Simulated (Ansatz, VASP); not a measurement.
# One calculation of Mo, two programs

File INCAR:

```
SYSTEM = Mo
PREC     = Accurate       ! precision mode
ENCUT    = 520            ! plane-wave cutoff, eV
EDIFF    = 1E-7           ! SCF threshold, eV
ISMEAR   = 0              ! smearing method
SIGMA    = 0.15           ! smearing width, eV
LREAL    = .FALSE.        ! projectors in reciprocal space
LASPH    = .TRUE.         ! aspherical terms in the spheres
NELM     = 80             ! most SCF steps
ALGO     = Fast           ! electronic algorithm
ISIF     = 2              ! what is computed and relaxed
LWAVE    = .FALSE.        ! write WAVECAR
LCHARG   = .FALSE.        ! write CHGCAR
GGA      = PE             ! functional
NBANDS   = 13             ! bands
```

KPOINTS

```
Automatic mesh
0
G
  20 20 20
  0 0 0
```

The input POSCAR:

```
Mo
1.0
   -1.4432934209      1.6013153644      1.6960495195
    1.4432934209     -1.6013153644      1.6960495195
    1.4432934209      1.6013153644     -1.6960495195
Mo
1
Direct
    0.0000000000      0.0000000000      0.0000000000
```

Input for Ansatz:

```yaml
crystal:
  lattice:
    - [-1.4432934209, 1.6013153644, 1.6960495195]
    - [1.4432934209, -1.6013153644, 1.6960495195]
    - [1.4432934209, 1.6013153644, -1.6960495195]
  atoms:
    - { symbol: Mo, position: [0.0, 0.0, 0.0] }
basis:
  ecutwfc: 420
kpoints:
  mp_grid: { grid: [20, 20, 20] }
hamiltonian:
  xc: pbe
scf:
  occupations: { method: gaussian, width: 0.15 }
output:
  forces: true
  stress: true
  eigenvalues: true
```

Change from the starting cell: strain +e along x and -e along y -0.0500, strain +e along z and -e/2 along x and y +0.0733.

Alike in both runs: task single point; functional PBE; k mesh 20 × 20 × 20; occupations gaussian, width 0.15 eV; no spin polarisation.

|  | VASP | Ansatz |
| --- | --- | --- |
| version | VASP 6.6.1 | Ansatz 0.2.0 |
| potentials or method | VASP PAW PBE potentials, release 64 (Mo_sv), cutoff 520 eV | scalar-relativistic, plane waves, PAW |
| valence electrons in the cell | 14 | 14 |

```tsv
	VASP	Ansatz	Ansatz less VASP
gap on the k mesh at the Fermi level (eV)	none	none	-
pressure (GPa)	4.7	4.2	-0.52
traceless stress, the component that is largest in VASP (GPa)	21.65	21.65	-0.005
```

A gap of «none» marks a metal or a gap that the smearing closes.
